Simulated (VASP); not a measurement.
Here is a VASP 6.6.1 calculation.

File INCAR:

```
SYSTEM = Hg
PREC = Accurate ; ENCUT = 600
EDIFF = 1E-6 ; ISMEAR = -1
SIGMA = 0.1 ; LREAL = .FALSE.
LASPH = .TRUE. ; NELM = 100
ALGO = Normal ; ISIF = 3
LWAVE = .FALSE. ; LCHARG = .FALSE.
GGA = CA ; IBRION = 2
NSW = 32 ; EDIFFG = -0.005
PSTRESS = 95.0
```

The input KPOINTS:

```
Automatic mesh
0
G
  16 16 16
  0 0 0
```

The input POSCAR:

```
Hg
1.0
   -1.7068276833      1.7068276833      1.7068276833
    1.7068276833     -1.7068276833      1.7068276833
    1.7068276833      1.7068276833     -1.7068276833
Hg
1
Direct
    0.0000000000      0.0000000000      0.0000000000
```

Potentials or basis: VASP PAW LDA potentials, release 64 (Hg).

Command:

```console
$ cat potpaw_LDA.64/Hg/POTCAR > POTCAR
$ mpirun -np 1 vasp_std > vasp.out
```

(1) Estimate the relaxed cell.

(2) Predict the band gap on the k mesh.

(3) What does it give for the space group after relaxing (to 0.1 Å)?

(4) Estimate the relaxed volume.

## Answers

(1) a = 2.968 Å, b = 2.968 Å, c = 2.968 Å, α = 109.47°, β = 109.47°, γ = 109.47°.

(2) zero (bands 6 and 7 overlap by 4.63 eV).

(3) Im-3m (No. 229).

(4) 20.13 Å³/atom.

Caveat: the cell is relaxed towards a set pressure, so the run minimises the enthalpy, not the energy; spin-orbit coupling is left out, which moves the levels of the heavy elements.
